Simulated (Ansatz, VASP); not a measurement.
Si: VASP beside Ansatz

```xyz
2
Lattice="0.0000 2.7136 2.7136 2.7136 0.0000 2.7136 2.7136 2.7136 0.0000" Properties=species:S:1:pos:R:3 pbc="T T T"
Si    4.0703    4.0703    4.0703
Si    2.7136    2.7136    2.7136
```

Alike in both runs: task single point; functional PBE; k mesh 4 × 4 × 4; no spin polarisation.

```csv
,VASP,Ansatz
version,VASP 6.6.1,Ansatz 0.2.0
potentials or method,"VASP PAW PBE potentials, release 64 (Si)","plane waves, PAW"
plane-wave cutoff (eV),520,420
occupations,"gaussian, width 0.01 eV",fixed
valence electrons in the cell,8,8
```

|  | VASP | Ansatz | Ansatz less VASP |
| --- | --- | --- | --- |
| gap on the k mesh at the Fermi level (eV) | 0.69 | 0.69 | -0.002 |

The k mesh is coarse, so the values compare programs but aren't converged.
